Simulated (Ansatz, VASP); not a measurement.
## One calculation of Ge, two programs

File POSCAR:

```
Ge
1.0
    1.2574341000     -2.3404644000      0.0000000000
    1.2574341000      2.3404644000      0.0000000000
    0.0000000000      0.0000000000      2.6982310000
Ge
1
Direct
    0.5000000000      0.5000000000      0.0000000000
```

The input INCAR.step1:

```
PREC = Accurate ; ENCUT = 520
ISMEAR = 0 ; SIGMA = 0.15
LREAL = F ; LASPH = T
NELM = 60 ; NBANDS = 13
GGA = PE ; ALGO = Normal
EDIFF = 1E-4 ; LWAVE = T
LCHARG = F
```

Contents of INCAR.step2:

```
PREC = Accurate ; ENCUT = 520
EDIFF = 1E-7 ; ISMEAR = 0
SIGMA = 0.15 ; LREAL = F
LASPH = T ; NELM = 60
ALGO = Normal ; ISIF = 2
LWAVE = F ; LCHARG = F
METAGGA = R2SCAN ; LMIXTAU = T
NBANDS = 13 ; ISTART = 1
```

KPOINTS

```
regular mesh
0
Gamma
  20 20 18
```

Input for Ansatz:

```yaml
crystal:
  lattice:
    - [1.2574341, -2.3404644, 0.0]
    - [1.2574341, 2.3404644, 0.0]
    - [0.0, 0.0, 2.698231]
  atoms:
    - { symbol: Ge, position: [0.5, 0.5, 0.0] }
basis:
  ecutwfc: 500
kpoints:
  mp_grid: { grid: [20, 20, 18] }
hamiltonian:
  xc: r2scan
scf:
  occupations: { method: gaussian, width: 0.15 }
output:
  forces: true
  stress: true
  eigenvalues: true
```

Change from the starting cell: strain -0.1000 x Voigt [1, 1, 0, 0, 0, 0], atoms carried along.

Alike in both runs: task single point; functional r2SCAN; k mesh 20 × 20 × 18; occupations gaussian, width 0.15 eV; no spin polarisation.

```csv
,VASP,Ansatz
version,VASP 6.6.1,Ansatz 0.2.0
potentials or method,"VASP PAW PBE potentials, release 64 (Ge_d), cutoff 520 eV","scalar-relativistic, plane waves, PAW"
valence electrons in the cell,14,14
```

|  | VASP | Ansatz | Ansatz less VASP |
| --- | --- | --- | --- |
| gap on the k mesh at the Fermi level (eV) | none | none | - |
| pressure (GPa) | 20.4 | 20.6 | +0.16 |
| traceless stress, the component that is largest in VASP (GPa) | -20.99 | -21.03 | -0.044 |

VASP's potentials were made for PBE, not for r2SCAN. A gap of «none» marks a metal or a gap that the smearing closes. With one functional, cell and mesh, what is left measures potentials, basis and numerics.
